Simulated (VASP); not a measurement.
A run of VASP 6.6.1 is set up as follows.

Contents of INCAR:

```
SYSTEM = Mo6CO
ALGO = Normal
DIPOL = 0.5 0.5 0.334
EDIFF = 1E-7
ENCUT = 520
GGA = PE
IDIPOL = 3
ISIF = 2
ISMEAR = 0
LASPH = .True.
LCHARG = .True.
LDIPOL = .True.
LELF = .True.
LREAL = .False.
LVACPOTAV = .True.
LVHAR = .True.
LWAVE = .False.
NBANDS = 57
NELM = 80
PREC = Accurate
SIGMA = 0.1
```

KPOINTS

```
k-points
0
Gamma
  6 6 1
  0 0 0
```

File POSCAR:

```
Mo6CO
1.0
    4.4695765303      0.0000000000      0.0000000000
   -2.2347882651      3.8707668194      0.0000000000
    0.0000000000      0.0000000000     22.2595667262
Mo C O
6 1 1
Direct
    0.6666666667      0.3333333333      0.1796980170
    0.3333333333      0.6666666667      0.2206848206
    0.0000000000      0.0000000000      0.2616716241
    0.6666666667      0.3333333333      0.2990464568
    0.3333333333      0.6666666667      0.3355219825
    0.0000000000      0.0000000000      0.3710569405
    0.1666666667      0.3333333333      0.4752817904
    0.2054483999      0.4108967998      0.5256185275
```

Potentials or basis: VASP PAW PBE potentials, release 64 (Mo_sv, C, O).

The run is started by

```console
$ cat potpaw_PBE.64/Mo_sv/POTCAR potpaw_PBE.64/C/POTCAR potpaw_PBE.64/O/POTCAR > POTCAR
$ mpirun -np 1 vasp_std > vasp.out
```

(1) Predict the largest force.

(2) Predict the band gap on the k mesh.

Answers

(1) 1.851 eV/Å.

(2) zero (filled and empty bands overlap).
